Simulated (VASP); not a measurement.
# SnO2 (Pbcn) in VASP: notebook, part 2 of 2

VASP 6.6.1. The steps go on from the part before.

**3. Single point, PBE (14.31 Å³/atom)**

This run uses another cell than the first one, of 14.31 Å³/atom.

File INCAR:

```
SYSTEM = SnO2
PREC     = Accurate       ! precision mode
ENCUT    = 520            ! plane-wave cutoff, eV
EDIFF    = 1E-6           ! SCF threshold, eV
ISMEAR   = 0              ! smearing method
SIGMA    = 0.05           ! smearing width, eV
LREAL    = .False.        ! projectors in reciprocal space
LASPH    = .True.         ! aspherical terms in the spheres
NELM     = 60             ! most SCF steps
ALGO     = Normal         ! electronic algorithm
ISIF     = 2              ! what is computed and relaxed
LWAVE    = .False.        ! write WAVECAR
LCHARG   = .False.        ! write CHGCAR
GGA      = PE             ! functional
NBANDS   = 64             ! bands
```

File KPOINTS:

```
Automatic mesh
0
Gamma
  6 6 6
  0 0 0
```

File POSCAR:

```
SnO2
1.0
    5.0333606811      0.0000000000      0.0000000000
    0.0000000000      6.1190708814      0.0000000000
    0.0000000000      0.0000000000      5.5746376209
Sn O
4 8
Direct
    0.5000000000      0.6651654903      0.7500000000
    0.0000000000      0.8348345097      0.2500000000
    0.5000000000      0.3348345097      0.2500000000
    0.0000000000      0.1651654903      0.7500000000
    0.7301204269      0.6070551965      0.0781681516
    0.2301204269      0.8929448035      0.9218318484
    0.7698795731      0.8929448035      0.5781681516
    0.2698795731      0.6070551965      0.4218318484
    0.7301204269      0.3929448035      0.5781681516
    0.2301204269      0.1070551965      0.4218318484
    0.7698795731      0.1070551965      0.0781681516
    0.2698795731      0.3929448035      0.9218318484
```

Potentials or basis: VASP PAW PBE potentials, release 64 (Sn_d, O).

The run is started by

```
$ cat potpaw_PBE.64/Sn_d/POTCAR potpaw_PBE.64/O/POTCAR > POTCAR
$ mpirun -np 1 vasp_std > vasp.out
```

OUTCAR:

```text
SYSTEM = SnO2
   PREC = Accurate
   ENCUT = 520
   EDIFF = 1E-6
   ISMEAR = 0
   LREAL = .False.
   LASPH = .True.
   NELM = 60
   ISIF = 2
   GGA = PE

 ion  position               nearest neighbor table
   1  0.500  0.665  0.750-   6 2.17   7 2.17   5 2.19   8 2.19   9 2.24  12 2.24   3 3.44   3 3.44

   2  0.000  0.835  0.250-   5 2.17   8 2.17   7 2.19   6 2.19  10 2.24  11 2.24   4 3.44   4 3.44

   3  0.500  0.335  0.250-  10 2.17  11 2.17   9 2.19  12 2.19   5 2.24   8 2.24   1 3.44   1 3.44

   4  0.000  0.165  0.750-   9 2.17  12 2.17  11 2.19  10 2.19   6 2.24   7 2.24   2 3.44   2 3.44

   5  0.730  0.607  0.078-   2 2.17   1 2.19   3 2.24
   6  0.230  0.893  0.922-   1 2.17   2 2.19   4 2.24
   7  0.770  0.893  0.578-   1 2.17   2 2.19   4 2.24
   8  0.270  0.607  0.422-   2 2.17   1 2.19   3 2.24
   9  0.730  0.393  0.578-   4 2.17   3 2.19   1 2.24
  10  0.230  0.107  0.422-   3 2.17   4 2.19   2 2.24
  11  0.770  0.107  0.078-   3 2.17   4 2.19   2 2.24
  12  0.270  0.393  0.922-   4 2.17   3 2.19   1 2.24

  LATTYP: Found a simple orthorhombic cell.
 ALAT       =     5.0333606811
 B/A-ratio  =     1.1075378806
 C/A-ratio  =     1.2157028413

  Lattice vectors:

 A1 = (  -5.0333606811,   0.0000000000,   0.0000000000)
 A2 = (   0.0000000000,   0.0000000000,   5.5746376209)
 A3 = (   0.0000000000,   6.1190708814,   0.0000000000)

Analysis of symmetry for initial positions (statically):
=====================================================================
 Subroutine PRICEL returns:
 Original cell was already a primitive cell.

 Routine SETGRP: Setting up the symmetry group for a
 simple orthorhombic supercell.

 Subroutine GETGRP returns: Found  8 space group operations
 (whereof  2 operations were pure point group operations)
 out of a pool of  8 trial point group operations.

The static configuration has the point symmetry S_2 .
 The point group associated with its full space group is D_2h.

Analysis of symmetry for dynamics (positions and initial velocities):
=====================================================================
 Subroutine PRICEL returns:
 Original cell was already a primitive cell.

 Routine SETGRP: Setting up the symmetry group for a
 simple orthorhombic supercell.

 Subroutine GETGRP returns: Found  8 space group operations
 (whereof  2 operations were pure point group operations)
 out of a pool of  8 trial point group operations.

The dynamic configuration has the point symmetry S_2 .
 The point group associated with its full space group is D_2h.

 Subroutine INISYM returns: Found  8 space group operations
 (whereof  2 operations are pure point group operations),
 and found     1 'primitive' translations

----------------------------------------------------------------------------------------

                                     Primitive cell

  volume of cell :     171.6960

  direct lattice vectors                    reciprocal lattice vectors
     5.033360681  0.000000000  0.000000000     0.198674417  0.000000000  0.000000000
     0.000000000  6.119070881  0.000000000     0.000000000  0.163423503  0.000000000
     0.000000000  0.000000000  5.574637621     0.000000000  0.000000000  0.179383857

  length of vectors
     5.033360681  6.119070881  5.574637621     0.198674417  0.163423503  0.179383857

[... 79 lines left out ...]
  0.333333  0.166667  0.166667      8.000000
  0.500000  0.166667  0.166667      4.000000
 [... further k-points ...]
   k-points           NKPTS =     64   k-points in BZ     NKDIM =     64   number of bands    NBANDS=     64
   number of dos      NEDOS =    301   number of ions     NIONS =     12
   total plane-waves  NPLWV =  80640
   dimension x,y,z NGX =    40 NGY =   48 NGZ =   42
   dimension x,y,z NGXF=    80 NGYF=   96 NGZF=   84
   ions per type =               4   8
   NGX,Y,Z   is equivalent  to a cutoff of  13.21, 13.04, 12.53 a.u.
   NGXF,Y,Z  is equivalent  to a cutoff of  26.42, 26.08, 25.05 a.u.
 SYSTEM =  SnO2
   PREC   = accura    normal or accurate (medium, high low for compatibility)
   ISTART =      0    job   : 0-new  1-cont  2-samecut
   ICHARG =      2    charge: 1-file 2-atom 10-const
   ISPIN  =      1    spin polarized calculation?
   LNONCOLLINEAR =      F non collinear calculations
   LSORBIT =      F    spin-orbit coupling
   LASPH  =      T    aspherical Exc in radial PAW
   ENCUT  =  520.0 eV  38.22 Ry    6.18 a.u.   9.36 11.38 10.37*2*pi/ulx,y,z
   NELM   =     60;   NELMIN=  2; NELMDL= -5     # of ELM steps
   EDIFF  = 0.1E-05   stopping-criterion for ELM
   LREAL  =      F    real-space projection
[... 7 lines left out ...]
   TEBEG  =    0.0;   TEEND  =   0.0 temperature during run
   PSTRESS=    0.0 pullay stress
   NELECT =     104.0000    total number of electrons
   NUPDOWN=      -1.0000    fix difference up-down
   EMIN   =  10.00;   EMAX   =-10.00  energy-range for DOS
   EFERMI =   0.00;   METHOD = LEGACY
   ISMEAR =     0;   SIGMA  =   0.05  broadening in eV -4-tet -1-fermi 0-gaus
   EFERMI_NEDOS =   21; number of points for ismear=-14 and -15
   IALGO  =     38    algorithm
   IMIX   =      4    mixing-type and parameters
     AMIX     =   0.40;   BMIX     =  1.00
     AMIX_MAG =   1.60;   BMIX_MAG =  1.00
  volume/ion in A,a.u.               =      14.31        96.56
  Fermi-wavevector in a.u.,A,eV,Ry     =   1.385158  2.617568 26.104979  1.918662
  Thomas-Fermi vector in A             =   2.509594
   LORBIT       =      0    0 simple, 1 ext, 2 COOP (PROOUT), +10 PAW based schemes
   GGA     = PE    functional components
   LHFCALC =     F    Hartree Fock is set to
   AEXX    =    0.0000 exact exchange contribution
   IVDW    =     0    specifies the selected vdW correction
   LEPSILON=     F    determine dielectric tensor
   LRPA    =     F    only Hartree local field effects (RPA)
 non-spin polarized calculation
 Gauss-broadening in eV      SIGMA  =   0.05
  energy-cutoff  :      520.00
  volume of cell :      171.70
 maximum number of plane-waves:      4644
 NGX is ok and might be reduce to    40
   NGX = 19   NGY = 23   NGZ = 21

 number of electron     104.0000033 magnetization

 Free energy of the ion-electron system (eV)
  ---------------------------------------------------
  ext. energy  EPLUGINS =         0.00000000
  ---------------------------------------------------
  free energy    TOTEN  =       -72.89754907 eV

  energy without entropy =      -72.89678850  energy(sigma->0) =      -72.89716878

 E-fermi :   3.9399     XC(G=0): -10.3561

 val. band max:        3.8943732746   @ k =   0.3333   0.0000   0.0000
 cond. band min:       4.3348429393   @ k =   0.0000   0.1667   0.0000
 fundamental gap:      0.4404696647
 Fermi energy:         3.9398611056

 k-point     1 :       0.0000    0.0000    0.0000
  band No.  band energies     occupation
      1     -16.7169      2.00000
      2     -16.6447      2.00000
      3     -16.6058      2.00000
      4     -16.4515      2.00000
      5     -16.4086      2.00000
      6     -16.3489      2.00000
[... 1597 lines left out ...]
     63      13.0101      0.00000
     64      13.0105      0.00000

 [... further k-points ...]

------------------------ aborting loop because EDIFF is reached ----------------------------------------

  FORCE on cell =-STRESS in cart. coord.  units (eV):
  Direction    XX          YY          ZZ          XY          YZ          ZX
  --------------------------------------------------------------------------------------
  -------------------------------------------------------------------------------------
  Total      -18.8785251    -18.9115030    -21.1321693      0.0000000      0.0000000     -0.0000000
  in kB     -176.1645292   -176.4722615   -197.1943583      0.0000000      0.0000000     -0.0000000
  external PRESSURE =    -183.2770497 kB  Pullay stress =       0.0000000 kB

 VOLUME and BASIS-vectors are now :
 -----------------------------------------------------------------------------
  energy-cutoff  :      520.00
  volume of cell :      171.70
      direct lattice vectors                 reciprocal lattice vectors
     5.033360681  0.000000000  0.000000000     0.198674417  0.000000000  0.000000000
     0.000000000  6.119070881  0.000000000     0.000000000  0.163423503  0.000000000
     0.000000000  0.000000000  5.574637621     0.000000000  0.000000000  0.179383857

 POSITION                                       TOTAL-FORCE (eV/Angst)
 -----------------------------------------------------------------------------------
      2.51668      4.07019      4.18098        -0.000000     -0.286413      0.000000
      0.00000      5.10841      1.39366        -0.000000      0.286413      0.000000
      2.51668      2.04888      1.39366        -0.000000      0.286413      0.000000
      0.00000      1.01066      4.18098        -0.000000     -0.286413      0.000000
      3.67496      3.71461      0.43576        -0.290040      0.100752     -0.055297
      1.15828      5.46399      5.13888        -0.290040     -0.100752      0.055297
      3.87508      5.46399      3.22308         0.290040     -0.100752     -0.055297
      1.35840      3.71461      2.35156         0.290040      0.100752      0.055297
      3.67496      2.40446      3.22308        -0.290040     -0.100752     -0.055297
      1.15828      0.65508      2.35156        -0.290040      0.100752      0.055297
      3.87508      0.65508      0.43576         0.290040      0.100752     -0.055297
      1.35840      2.40446      5.13888         0.290040     -0.100752      0.055297
 -----------------------------------------------------------------------------------
    total drift:                               -0.000000      0.000000      0.000000

  FREE ENERGIE OF THE ION-ELECTRON SYSTEM (eV)
  ---------------------------------------------------
  free  energy   TOTEN  =       -72.8975490688 eV

  energy  without entropy=      -72.8967885000  energy(sigma->0) =      -72.89716878
```

Run time: 9.1 min. Hardware: 1 thread of Intel Xeon Platinum 8488C (Sapphire Rapids), shared host; peak memory 0.6 GiB.

What came out:

* Free energy: -72.8975 eV
* Pressure: -18.3 GPa
* Largest force: 0.312 eV/Å
* Band gap on the k mesh: zero (bands 52 and 53 overlap by 0.01 eV)

Forces on the atoms (eV/Å):
```
Sn   0.000 -0.286  0.000
Sn   0.000  0.286  0.000
Sn   0.000  0.286  0.000
Sn   0.000 -0.286  0.000
O   -0.290  0.101 -0.055
O   -0.290 -0.101  0.055
O    0.290 -0.101 -0.055
O    0.290  0.101  0.055
O   -0.290 -0.101 -0.055
O   -0.290  0.101  0.055
O    0.290  0.101 -0.055
O    0.290 -0.101  0.055
```

Stress tensor (GPa, compression positive):
```
-17.62   0.00   0.00
  0.00 -17.65   0.00
  0.00   0.00 -19.72
```

Levels at points of the mesh, in eV from the Fermi level:
```tsv
k point	band 49	band 50	band 51	band 52	band 53	band 54	band 55	band 56
(0.00, 0.00, 0.00)	-0.53	-0.20	-0.17	-0.12	-0.06	4.18	4.27	5.06
(0.50, 0.00, 0.00)	-0.24	-0.24	-0.08	-0.08	2.74	2.74	3.49	3.49
(0.00, 0.50, 0.00)	-0.76	-0.76	-0.11	-0.11	2.30	2.30	4.83	4.83
(0.50, 0.50, 0.00)	-0.56	-0.56	-0.17	-0.17	3.09	3.09	4.16	4.16
(0.00, 0.00, 0.50)	-0.23	-0.23	-0.21	-0.21	2.62	2.62	4.35	4.35
(0.50, 0.00, 0.50)	-0.21	-0.21	-0.21	-0.21	3.19	3.19	3.19	3.19
(0.00, 0.50, 0.50)	-0.28	-0.28	-0.28	-0.28	3.61	3.61	3.61	3.61
(0.50, 0.50, 0.50)	-0.31	-0.31	-0.31	-0.31	3.54	3.54	3.54	3.54
```

Caveat: the cell stands under tension; semilocal functionals underestimate gaps, and a narrow one can read as zero; spin-orbit coupling is left out, which moves the levels of the heavy elements.

**4. Single point, PBE (14.31 Å³/atom)**

This run uses another cell than the first one, of 14.31 Å³/atom.

File INCAR:

```
ALGO = Normal ; EDIFF = 1E-6
ENCUT = 520 ; GGA = PE
ISIF = 2 ; ISMEAR = 0
LASPH = True ; LCHARG = False
LREAL = False ; LWAVE = False
NBANDS = 64 ; NELM = 80
PREC = Accurate ; SIGMA = 0.05
```

File KPOINTS:

```
k-points
0
Gamma
  6 6 6
```

Edit POSCAR of step 3 so:

```diff
@@ -2,5 +2,5 @@
 1.0
-    5.0333606811      0.0000000000      0.0000000000
-    0.0000000000      6.1190708814      0.0000000000
-    0.0000000000      0.0000000000      5.5746376209
+    5.0670262343      0.0000000000      0.0000000000
+    0.0000000000      6.0380302259      0.0000000000
+    0.0000000000      0.0000000000      5.6119234964
 Sn O
```

The run is started by

```
$ cat potpaw_PBE.64/Sn_d/POTCAR potpaw_PBE.64/O/POTCAR > POTCAR
$ mpirun -np 1 vasp_std > vasp.out
```

Wall time 10 min (1 thread of Intel Xeon 6975P-C (Granite Rapids), shared host); peak memory 0.6 GiB.

It converged, with:

| Quantity | Value |
| --- | --- |
| Free energy | -72.8669 eV |
| Pressure | -18.4 GPa |
| Largest force | 0.329 eV/Å |
| Band gap on the k mesh | zero (bands 52 and 53 overlap by 0.02 eV) |

Forces in eV/Å, atoms in the order of the input:
```
Sn   0.000 -0.287  0.000
Sn   0.000  0.287  0.000
Sn   0.000  0.287  0.000
Sn   0.000 -0.287  0.000
O   -0.320  0.063 -0.041
O   -0.320 -0.063  0.041
O    0.320 -0.063 -0.041
O    0.320  0.063  0.041
O   -0.320 -0.063 -0.041
O   -0.320  0.063  0.041
O    0.320  0.063 -0.041
O    0.320 -0.063  0.041
```

Stress tensor (GPa, compression positive):
```
-18.42   0.00   0.00
  0.00 -16.19   0.00
  0.00   0.00 -20.53
```

Levels at points of the mesh, in eV from the Fermi level:
| k point | band 48 | band 49 | band 50 | band 51 | band 52 | band 53 | band 54 | band 55 | band 56 | band 57 |
| --- | --- | --- | --- | --- | --- | --- | --- | --- | --- | --- |
| (0.00, 0.00, 0.00) | -0.74 | -0.49 | -0.19 | -0.17 | -0.14 | -0.06 | 4.14 | 4.27 | 5.04 | 5.67 |
| (0.50, 0.00, 0.00) | -0.82 | -0.23 | -0.23 | -0.08 | -0.08 | 2.72 | 2.72 | 3.43 | 3.43 | 7.00 |
| (0.00, 0.50, 0.00) | -0.94 | -0.79 | -0.79 | -0.14 | -0.14 | 2.28 | 2.28 | 4.82 | 4.82 | 7.27 |
| (0.50, 0.50, 0.00) | -0.59 | -0.58 | -0.58 | -0.21 | -0.21 | 3.07 | 3.07 | 4.12 | 4.12 | 7.03 |
| (0.00, 0.00, 0.50) | -0.60 | -0.28 | -0.28 | -0.18 | -0.18 | 2.58 | 2.58 | 4.31 | 4.31 | 6.29 |
| (0.50, 0.00, 0.50) | -0.80 | -0.20 | -0.20 | -0.20 | -0.20 | 3.17 | 3.17 | 3.17 | 3.17 | 7.01 |
| (0.00, 0.50, 0.50) | -1.05 | -0.31 | -0.31 | -0.31 | -0.31 | 3.59 | 3.59 | 3.59 | 3.59 | 7.24 |
| (0.50, 0.50, 0.50) | -1.06 | -0.34 | -0.34 | -0.34 | -0.34 | 3.53 | 3.53 | 3.53 | 3.53 | 7.17 |

Caveat: the cell stands under tension; semilocal functionals underestimate gaps, and a narrow one can read as zero; spin-orbit coupling is left out, which moves the levels of the heavy elements.

**5. Single point, PBE (12.33 Å³/atom)**

This run uses another cell than the first one, of 12.33 Å³/atom.

File INCAR:

```
ALGO     = Normal         # electronic algorithm
EDIFF    = 1E-6           # SCF threshold, eV
ENCUT    = 520            # plane-wave cutoff, eV
GGA      = PE             # functional
ISIF     = 2              # what is computed and relaxed
ISMEAR   = 0              # smearing method
LASPH    = T              # aspherical terms in the spheres
LCHARG   = T              # write CHGCAR
LELF     = T              # ELF
LREAL    = F              # projectors in reciprocal space
LVHAR    = T            
LWAVE    = F              # write WAVECAR
NBANDS   = 64             # bands
NELM     = 100            # most SCF steps
PREC     = Accurate       # precision mode
SIGMA    = 0.05           # smearing width, eV
```

KPOINTS is that of step 4.

Edit POSCAR of step 4 so:

```diff
@@ -2,5 +2,5 @@
 1.0
-    5.0670262343      0.0000000000      0.0000000000
-    0.0000000000      6.0380302259      0.0000000000
-    0.0000000000      0.0000000000      5.6119234964
+    4.9200544321      0.0000000000      0.0000000000
+    0.0000000000      5.5207621928      0.0000000000
+    0.0000000000      0.0000000000      5.4491466580
 Sn O
```

The run is started by

```
$ cat potpaw_PBE.64/Sn_d/POTCAR potpaw_PBE.64/O/POTCAR > POTCAR
$ mpirun -np 1 vasp_std > vasp.out
```

Wall time 27 min (1 thread of Intel Xeon 8259CL, shared host); peak memory 0.51 GiB.

Results (log left out):

| Property | Result |
| --- | --- |
| Free energy | -74.0840 eV |
| Pressure | 0.5 GPa |
| Largest force | 0.260 eV/Å |
| Band gap on the k mesh | 0.73 eV (least direct gap 0.75 eV) |

Forces on the atoms (eV/Å):
```
Sn   0.000  0.113  0.000
Sn   0.000 -0.113  0.000
Sn   0.000 -0.113  0.000
Sn   0.000  0.113  0.000
O   -0.191 -0.048 -0.170
O   -0.191  0.048  0.170
O    0.191  0.048 -0.170
O    0.191 -0.048  0.170
O   -0.191  0.048 -0.170
O   -0.191 -0.048  0.170
O    0.191 -0.048 -0.170
O    0.191  0.048  0.170
```

Stress tensor (GPa, compression positive):
```
-2.89  0.00  0.00
 0.00  9.34  0.00
 0.00  0.00 -5.04
```

Levels at points of the mesh, in eV from the valence-band top:
| k point | band 50 | band 51 | band 52 | band 53 | band 54 | band 55 |
| --- | --- | --- | --- | --- | --- | --- |
| (0.00, 0.00, 0.00) | -0.42 | -0.04 | -0.02 | 0.73 | 5.37 | 5.72 |
| (0.50, 0.00, 0.00) | -0.26 | -0.07 | -0.07 | 3.94 | 3.94 | 4.52 |
| (0.00, 0.50, 0.00) | -1.07 | -0.36 | -0.36 | 3.46 | 3.46 | 6.30 |
| (0.50, 0.50, 0.00) | -0.79 | -0.46 | -0.46 | 4.33 | 4.33 | 5.34 |
| (0.00, 0.00, 0.50) | -0.54 | -0.07 | -0.07 | 3.77 | 3.77 | 5.48 |
| (0.50, 0.00, 0.50) | -0.20 | -0.20 | -0.20 | 4.37 | 4.37 | 4.37 |
| (0.00, 0.50, 0.50) | -0.54 | -0.54 | -0.54 | 4.87 | 4.87 | 4.87 |
| (0.50, 0.50, 0.50) | -0.60 | -0.60 | -0.60 | 4.84 | 4.84 | 4.84 |

Caveat: the stress differs along the axes, from -5 to 9 GPa; semilocal functionals underestimate gaps, and a narrow one can read as zero; spin-orbit coupling is left out, which moves the levels of the heavy elements. A k mesh can miss the band edges.

**6. Overview**

| cell | gap on the mesh (eV) | pressure (GPa) | largest force (eV/Å) |
| --- | --- | --- | --- |
| a = 4.785, b = 6.303, c = 5.300 Å, 12 atoms | 0.26 | -10.4 | 0.22 |
| a = 5.033, b = 6.119, c = 5.575 Å, 12 atoms | none | -18.3 | 0.31 |
| a = 5.067, b = 6.038, c = 5.612 Å, 12 atoms | none | -18.4 | 0.33 |
| a = 4.920, b = 5.521, c = 5.449 Å, 12 atoms | 0.73 | 0.5 | 0.26 |

Alike in all rows: task single point; level PBE; potentials or basis VASP PAW PBE potentials, release 64 (Sn_d, O); no spin polarisation; k mesh 6 × 6 × 6; cutoff (eV) 520; smearing gaussian 0.05 eV.

Caveats: semilocal functionals underestimate gaps, and a narrow one can read as zero; spin-orbit coupling is left out, which moves the levels of the heavy elements; the cell stands under tension (at least some runs); the stress differs along the axes, from -17 to -7 GPa (at least some runs); the stress differs along the axes, from -5 to 9 GPa (at least some runs).

Total energies depend on the potentials used, so only differences within one code and one set of settings carry meaning.

The gap in the log of VASP goes by the Fermi energy; the results here count the filled bands.